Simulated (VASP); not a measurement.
# Mo (Fm-3m) in VASP: notebook

Mo is run at these levels: PBEsol; tasks: relaxation of cell and atoms, single point.

All numbers are computed with VASP 6.6.1; they aren't measurements. Logs are shortened: lines on timing, memory, paths and dates and some standing lists are left out, and cuts for length are marked.

## Step 1: The cell of the first run

It takes space group Fm-3m (No. 225, cubic). Conventional cell: a = 3.965 Å, b = 3.965 Å, c = 3.965 Å, α = 90.00°, β = 90.00°, γ = 90.00°. Mo (site symmetry m-3m) has 12 Mo at 2.80 Å within 3.7 Å.

This isn't the form of Mo at room conditions, which is bcc.

## Step 2: Relaxation of cell and atoms, PBEsol

INCAR reads:

```
SYSTEM = Mo
PREC = Accurate
ENCUT = 600
EDIFF = 1E-6
ISMEAR = -1
SIGMA = 0.1
LREAL = .False.
LASPH = .True.
NELM = 60
ALGO = Normal
ISIF = 3
LWAVE = .False.
LCHARG = .False.
GGA = PS
IBRION = 2
NSW = 80
EDIFFG = -0.01
```

KPOINTS reads:

```
regular mesh
0
Gamma
  14 14 14
  0 0 0
```

POSCAR reads:

```
Mo
1.0
    0.0000000000      1.9826747602      1.9826747602
    1.9826747602      0.0000000000      1.9826747602
    1.9826747602      1.9826747602      0.0000000000
Mo
1
Direct
    0.0000000000      0.0000000000      0.0000000000
```

Potentials or basis: VASP PAW PBE potentials, release 64 (Mo_sv).

Run with:

```
$ cat potpaw_PBE.64/Mo_sv/POTCAR > POTCAR
$ mpirun -np 1 vasp_std > vasp.out
```

OUTCAR:

```text
SYSTEM = Mo
   PREC = Accurate
   ENCUT = 600
   EDIFF = 1E-6
   ISMEAR = -1
   LREAL = .False.
   LASPH = .True.
   NELM = 60
   ISIF = 3
   GGA = PS
   IBRION = 2
   NSW = 80
   EDIFFG = -0.01

 ion  position               nearest neighbor table
   1  0.000  0.000  0.000-

  LATTYP: Found a face centered cubic cell.
 ALAT       =     3.9653495204

  Lattice vectors:

 A1 = (   0.0000000000,   1.9826747602,   1.9826747602)
 A2 = (   1.9826747602,   0.0000000000,   1.9826747602)
 A3 = (   1.9826747602,   1.9826747602,   0.0000000000)

Analysis of symmetry for initial positions (statically):
=====================================================================
 Subroutine PRICEL returns:
 Original cell was already a primitive cell.

 Routine SETGRP: Setting up the symmetry group for a
 face centered cubic supercell.

 Subroutine GETGRP returns: Found 48 space group operations
 (whereof 48 operations were pure point group operations)
 out of a pool of 48 trial point group operations.

The static configuration has the point symmetry O_h .

Analysis of symmetry for dynamics (positions and initial velocities):
=====================================================================
 Subroutine PRICEL returns:
 Original cell was already a primitive cell.

 Routine SETGRP: Setting up the symmetry group for a
 face centered cubic supercell.

 Subroutine GETGRP returns: Found 48 space group operations
 (whereof 48 operations were pure point group operations)
 out of a pool of 48 trial point group operations.

The dynamic configuration has the point symmetry O_h .

 Subroutine INISYM returns: Found 48 space group operations
 (whereof 48 operations are pure point group operations),
 and found     1 'primitive' translations

----------------------------------------------------------------------------------------

                                     Primitive cell

  volume of cell :      15.5878

  direct lattice vectors                    reciprocal lattice vectors
     0.000000000  1.982674760  1.982674760    -0.252184579  0.252184579  0.252184579
     1.982674760  0.000000000  1.982674760     0.252184579 -0.252184579  0.252184579
     1.982674760  1.982674760  0.000000000     0.252184579  0.252184579 -0.252184579

  length of vectors
     2.803925536  2.803925536  2.803925536     0.436796504  0.436796504  0.436796504

  position of ions in fractional coordinates (direct lattice)
     0.000000000  0.000000000  0.000000000

[... 93 lines left out ...]
   IMIX   =      4    mixing-type and parameters
     AMIX     =   0.40;   BMIX     =  1.00
     AMIX_MAG =   1.60;   BMIX_MAG =  1.00
  volume/ion in A,a.u.               =      15.59       105.19
  Fermi-wavevector in a.u.,A,eV,Ry     =   1.579511  2.984843 33.944570  2.494856
  Thomas-Fermi vector in A             =   2.679879
   LORBIT       =      0    0 simple, 1 ext, 2 COOP (PROOUT), +10 PAW based schemes
   GGA     = PS    functional components
   LHFCALC =     F    Hartree Fock is set to
   AEXX    =    0.0000 exact exchange contribution
   IVDW    =     0    specifies the selected vdW correction
   LEPSILON=     F    determine dielectric tensor
   LRPA    =     F    only Hartree local field effects (RPA)
 conjugate gradient relaxation of ions
 non-spin polarized calculation
  energy-cutoff  :      600.00
  volume of cell :       15.59
 maximum number of plane-waves:       533
   NGX = 11   NGY = 11   NGZ = 11

--------------------------------------- Ionic step        1  -------------------------------------------

 number of electron      13.9999999 magnetization

 Free energy of the ion-electron system (eV)
  ---------------------------------------------------
  ext. energy  EPLUGINS =         0.00000000
  ---------------------------------------------------
  free energy    TOTEN  =       -11.36505642 eV

  energy without entropy =      -11.32516894  energy(sigma->0) =      -11.34511268

------------------------ aborting loop because EDIFF is reached ----------------------------------------

  FORCE on cell =-STRESS in cart. coord.  units (eV):
  Direction    XX          YY          ZZ          XY          YZ          ZX
  --------------------------------------------------------------------------------------
  -------------------------------------------------------------------------------------
  Total       -0.0425684     -0.0425684     -0.0425684      0.0000000     -0.0000000      0.0000000
  in kB       -4.3753567     -4.3753567     -4.3753567      0.0000000     -0.0000000      0.0000000
  external PRESSURE =      -4.3753567 kB  Pullay stress =       0.0000000 kB
[... 57 lines left out ...]
--------------------------------------- Ionic step        3  -------------------------------------------

 number of electron      13.9999999 magnetization

 Free energy of the ion-electron system (eV)
  ---------------------------------------------------
  ext. energy  EPLUGINS =         0.00000000
  ---------------------------------------------------
  free energy    TOTEN  =       -11.36509352 eV

  energy without entropy =      -11.32533312  energy(sigma->0) =      -11.34521332

 E-fermi :  12.1261     XC(G=0): -13.5363

 val. band max:       12.1122857688   @ k =  -0.3571   0.0714   0.0000
 cond. band min:      12.1277021570   @ k =   0.5000   0.1429   0.0000
 fundamental gap:      0.0154163882
 Fermi energy:        12.1261199323

 k-point     1 :       0.0000    0.0000    0.0000
  band No.  band energies     occupation
      1     -48.4963      2.00000
      2     -21.7958      2.00000
      3     -21.7958      2.00000
      4     -21.7958      2.00000
      5       5.2399      2.00000
      6      11.3537      1.99912
      7      11.3537      1.99912
      8      11.3537      1.99912
      9      14.1446      0.00000
     10      14.1446      0.00000
     11      25.2088      0.00000
[... 309 lines left out ...]
 k-point    24 :       0.2857    0.1429    0.0000
  band No.  band energies     occupation
      1     -48.3460      2.00000
      2     -22.5273      2.00000
      3     -21.9909      2.00000
      4     -21.9764      2.00000
      5       7.6135      2.00000
      6       9.8499      2.00000
      7      11.5982      1.98986
      8      12.4586      0.06949
      9      13.8571      0.00000
     10      15.0912      0.00000
     11      27.1804      0.00000

 [... further k-points ...]

------------------------ aborting loop because EDIFF is reached ----------------------------------------

  FORCE on cell =-STRESS in cart. coord.  units (eV):
  Direction    XX          YY          ZZ          XY          YZ          ZX
  --------------------------------------------------------------------------------------
  -------------------------------------------------------------------------------------
  Total        0.0009797      0.0009797      0.0009797      0.0000000      0.0000000      0.0000000
  in kB        0.1008707      0.1008707      0.1008707      0.0000000      0.0000000      0.0000000
  external PRESSURE =       0.1008707 kB  Pullay stress =       0.0000000 kB
[... 16 lines left out ...]
  FREE ENERGIE OF THE ION-ELECTRON SYSTEM (eV)
  ---------------------------------------------------
  free  energy   TOTEN  =       -11.3650935227 eV

  energy  without entropy=      -11.3253331152  energy(sigma->0) =      -11.34521332

 reached required accuracy - stopping structural energy minimisation
```

Wall time 61 s (1 thread of AMD EPYC 7R43 (Zen 3), shared host); peak memory 0.13 GiB.

What came out:

```yaml
Free_energy: -11.3651 eV
Relaxed_volume: 15.56 Å³/atom
Relaxed_cell: a = 2.802 Å, b = 2.802 Å, c = 2.802 Å, α = 60.00°, β = 60.00°, γ = 60.00°
Space_group_after_relaxing_to_0.1_Å: Fm-3m (No. 225)
Energy_gained_by_relaxing: 0.0 meV/atom
Ionic_steps: 3
Pressure_after_relaxing: 0.0 GPa
Band_gap_on_the_k_mesh: zero (bands 7 and 8 overlap by 4.92 eV)
```

Final structure:
```
Mo
1.0
     0.00000    1.98154    1.98154
     1.98154    0.00000    1.98154
     1.98154    1.98154    0.00000
Mo
1
Direct
  0.00000 0.00000 0.00000
```

Levels at points of the mesh, in eV from the Fermi level:
| k point | band 3 | band 4 | band 5 | band 6 | band 7 | band 8 | band 9 | band 10 | band 11 |
| --- | --- | --- | --- | --- | --- | --- | --- | --- | --- |
| (0.00, 0.00, 0.00) | -33.92 | -33.92 | -6.89 | -0.77 | -0.77 | -0.77 | 2.02 | 2.02 | 13.08 |
| (0.50, 0.00, 0.00) | -34.11 | -34.11 | -4.79 | -0.98 | -0.98 | 1.62 | 4.19 | 4.19 | 11.51 |
| (0.50, 0.50, 0.00) | -34.43 | -34.43 | -5.20 | -4.48 | 4.14 | 4.16 | 4.82 | 4.82 | 12.65 |

Caveat: the PAW data sets were made with another functional, which shifts forces and pressure a little.

[end of part 1 of 2]
